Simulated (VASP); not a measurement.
# PbO: relaxation of cell and atoms with PBEsol

Crystal: PbO.

```
CELL_PARAMETERS angstrom
3.45961 -0.01652 -0.00557
0.03043 3.45952 -0.00556
0.01157 0.01141 6.55631
ATOMIC_POSITIONS crystal
Pb 0.50000 0.00000 0.50000
Pb 0.00000 0.50000 0.00000
O 0.00008 0.99992 0.25000
O 0.99992 0.00008 0.75000
```

```yaml
Program: VASP 6.6.1
Task: relaxation of cell and atoms
Functional: PBEsol
Potentials_or_basis: VASP PAW PBE potentials, release 64 (Pb_d, O)
Cutoff: 600 eV
k_mesh: 12 × 12 × 6
Occupations: gaussian, width 0.1 eV
Spin: no spin polarisation
Dipole_correction: no
Further_INCAR_settings: ALGO = Normal; EDIFF = 1e-07; IBRION = 2; EDIFFG = -0.01; NSW = 80; ISIF = 3
```

```yaml
Relaxed_volume: 19.70 Å³/atom
Relaxed_cell: a = 3.465 Å, b = 3.465 Å, c = 6.563 Å, α = 89.99°, β = 89.99°, γ = 89.77°
Space_group_after_relaxing_to_0.1_Å: P4_2/mmc (No. 131)
Energy_gained_by_relaxing: 0.1 meV/atom
Ionic_steps: 4
Pressure_after_relaxing: 0.0 GPa
Band_gap_on_the_k_mesh: zero (bands 20 and 21 overlap by 0.62 eV)
```

Stress tensor (GPa, compression positive):
```
 0.04  0.00  0.00
 0.00  0.04  0.00
 0.00  0.00 -0.06
```

The path:
```csv
step,energy change (eV),largest force (eV/Å),pressure (GPa),volume (Å³)
1,0.0000,0.0005,0.29,78.47
2,-0.0003,0.0005,-0.07,78.88
3,-0.0003,0.0005,0.00,78.79
4,-0.0003,0.0005,0.00,78.81
```

Final structure:
```
Pb O
1.0
     3.46542   -0.01658   -0.00561
     0.03045    3.46533   -0.00561
     0.01152    0.01136    6.56274
Pb O
2 2
Direct
  0.50000 0.00000 0.50000
  0.00000 0.50000 0.00000
  0.00007 0.99992 0.25000
  0.99992 0.00008 0.75000
```

Levels at points of the mesh, in eV from the Fermi level:
```csv
k point,band 18,band 19,band 20,band 21,band 22,band 23
"(0.00, 0.00, 0.00)",-1.59,-1.59,0.43,1.27,6.18,6.18
"(0.50, 0.00, 0.00)",-2.19,-2.17,-1.56,0.94,4.24,5.23
"(0.50, 0.50, 0.00)",-1.51,-1.17,-0.06,-0.03,0.82,3.55
"(0.00, 0.00, 0.50)",-1.94,-1.51,-1.51,3.83,3.83,6.57
"(0.50, 0.00, 0.50)",-1.57,-0.44,-0.10,-0.02,2.66,5.61
"(0.50, 0.50, 0.50)",-3.40,-0.36,-0.36,0.15,0.15,5.91
```

Run time: 27 min on 1 thread of Oxide Virtual Turin-like Processor, on a shared host, peak memory 0.54 GiB.

Caveat: semilocal functionals underestimate gaps, and a narrow one can read as zero; the PAW data sets were made with another functional, which shifts forces and pressure a little; spin-orbit coupling is left out, which moves the levels of the heavy elements.
